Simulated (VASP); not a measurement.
Runs of VASP 6.6.1 on Ti2Tl. The structure is that of space group P6/mmm (No. 191), or close to it. The cells are those of the table. 

```tsv
task	cell	k mesh	cutoff (eV)	gap on the mesh (eV)	pressure (GPa)	relaxed volume (Å³/atom)
single point	a = 4.746, b = 4.746, c = 2.921 Å, angles 90.0, 90.0, 120.0°, 3 atoms	6 × 6 × 6	520	none	0.1	-
single point	a = 4.780, b = 4.780, c = 2.871 Å, angles 90.0, 90.0, 120.0°, 3 atoms	6 × 6 × 4	520	none	0.1	-
relaxation of cell and atoms	relaxed from a = 3.878, b = 3.878, c = 4.187 Å, angles 90.0, 90.0, 120.0°, 3 atoms	6 × 6 × 4	600	none	0.0	18.94
relaxation of cell and atoms	relaxed from a = 4.780, b = 4.780, c = 2.871 Å, angles 90.0, 90.0, 120.0°, 3 atoms	6 × 6 × 6	600	none	0.2	18.97
single point	a = 4.751, b = 4.751, c = 2.919 Å, angles 90.0, 90.0, 120.0°, 3 atoms	12 × 12 × 16	520	none	0.0	-
single point	a = 3.878, b = 3.878, c = 4.187 Å, angles 90.0, 90.0, 120.0°, 3 atoms	6 × 6 × 4	520	none	(a)	-
```

Alike in all rows: level PBE; potentials or basis VASP PAW PBE potentials, release 64 (Ti_sv, Tl_d); no spin polarisation; smearing gaussian 0.1 eV.

Question: Fill in the values left out.

Answer: (a) 11.9.

Caveats: some runs use coarse meshes; spin-orbit coupling is left out, which moves the levels of the heavy elements; a cell axis changed by over 15 % at a fixed basis, so the end point is rough (at least some runs).

A k mesh can miss the band edges, and the runs leave out spin-orbit coupling on Tl.

A gap of «none» marks levels without a gap at the run's occupations.
